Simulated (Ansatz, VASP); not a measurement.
# Two plane-wave programs on C

```
CELL_PARAMETERS angstrom
0.00000 1.92214 3.50803
1.27274 0.00000 3.50803
1.27274 1.92214 0.00000
ATOMIC_POSITIONS crystal
C 0.16670 0.83330 0.16670
C 0.83330 0.16670 0.83330
```

Change from the starting cell: volume 8.582 Å^3 an atom, stretch along b over the lengths across it, relative to the relaxed cell 0.8724.

Alike in both runs: task single point; functional PBE; dispersion D3(BJ); k mesh 18 × 18 × 18; occupations gaussian, width 0.03 eV; no spin polarisation.

|  | VASP | Ansatz |
| --- | --- | --- |
| version | VASP 6.6.1 | Ansatz 0.2.0 |
| potentials or method | VASP PAW PBE potentials, release 64 (C), cutoff 520 eV | scalar-relativistic, plane waves, PAW |
| valence electrons in the cell | 8 | 8 |

```tsv
	VASP	Ansatz	Ansatz less VASP
gap on the k mesh at the Fermi level (eV)	0.07	0.07	+0.007
least direct gap on the mesh (eV)	0.13	0.14	+0.006
rms of the force components (eV/Å)	2.167	2.152	-0.0149
```

Atom by atom the forces differ by 0.015 eV/Å (rms over components).
